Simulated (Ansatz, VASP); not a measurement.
Two plane-wave programs on SrO

The input INCAR:

```
PREC = Accurate
ENCUT = 520
EDIFF = 1E-6
ISMEAR = 0
SIGMA = 0.05
LREAL = F
LASPH = T
NELM = 80
ALGO = Normal
ISIF = 2
LWAVE = F
LCHARG = F
LDIPOL = T
IDIPOL = 3
DIPOL = 0.5 0.5 0.500
GGA = PS
NBANDS = 51
```

KPOINTS

```
Automatic mesh
0
Gamma
  7 7 1
```

Contents of POSCAR:

```
SrO
1.0
    3.6220724544      0.0000000000      0.0000000000
    0.0000000000      3.6220724544      0.0000000000
    0.0000000000      0.0000000000     25.2447679779
Sr O
5 5
Direct
    0.5000000000      0.5000000000      0.2970912629
    0.0000000000      0.0000000000      0.3985456314
    0.5000000000      0.5000000000      0.5000000000
    0.0000000000      0.0000000000      0.6014543686
    0.5000000000      0.5000000000      0.7029087371
    0.0000000000      0.0000000000      0.2970912629
    0.5000000000      0.5000000000      0.3985456314
    0.0000000000      0.0000000000      0.5000000000
    0.5000000000      0.5000000000      0.6014543686
    0.0000000000      0.0000000000      0.7029087371
```

Input for Ansatz:

```yaml
crystal:
  lattice:
    - [3.6220724544, 0.0, 0.0]
    - [0.0, 3.6220724544, 0.0]
    - [0.0, 0.0, 25.2447679779]
  atoms:
    - { symbol: Sr, position: [0.5, 0.5, 0.2970912629] }
    - { symbol: O, position: [0.0, 0.0, 0.2970912629] }
    - { symbol: Sr, position: [0.0, 0.0, 0.3985456314] }
    - { symbol: O, position: [0.5, 0.5, 0.3985456314] }
    - { symbol: Sr, position: [0.5, 0.5, 0.5] }
    - { symbol: O, position: [0.0, 0.0, 0.5] }
    - { symbol: Sr, position: [0.0, 0.0, 0.6014543686] }
    - { symbol: O, position: [0.5, 0.5, 0.6014543686] }
    - { symbol: Sr, position: [0.5, 0.5, 0.7029087371] }
    - { symbol: O, position: [0.0, 0.0, 0.7029087371] }
basis:
  ecutwfc: 420
kpoints:
  mp_grid: { grid: [7, 7, 1] }
hamiltonian:
  xc: pbesol
scf:
  occupations: { method: gaussian, width: 0.05 }
output:
  forces: true
  stress: true
  eigenvalues: true
efield:
  axis: 3
  dipole_correction: true
```

Alike in both runs: task single point; functional PBEsol; k mesh 7 × 7 × 1; occupations gaussian, width 0.05 eV; no spin polarisation.

|  | VASP | Ansatz |
| --- | --- | --- |
| version | VASP 6.6.1 | Ansatz 0.2.0 |
| potentials or method | VASP PAW PBE potentials, release 64 (Sr_sv, O), cutoff 520 eV | scalar-relativistic, plane waves, PAW |
| valence electrons in the cell | 80 | 80 |

```csv
,VASP,Ansatz,Ansatz less VASP
gap on the k mesh at the Fermi level (eV),2.70,2.72,+0.022
least direct gap on the mesh (eV),2.70,2.72,+0.022
rms of the force components (eV/Å),0.125,0.127,+0.0021
```

VASP's potentials were made for PBE, not for PBEsol.
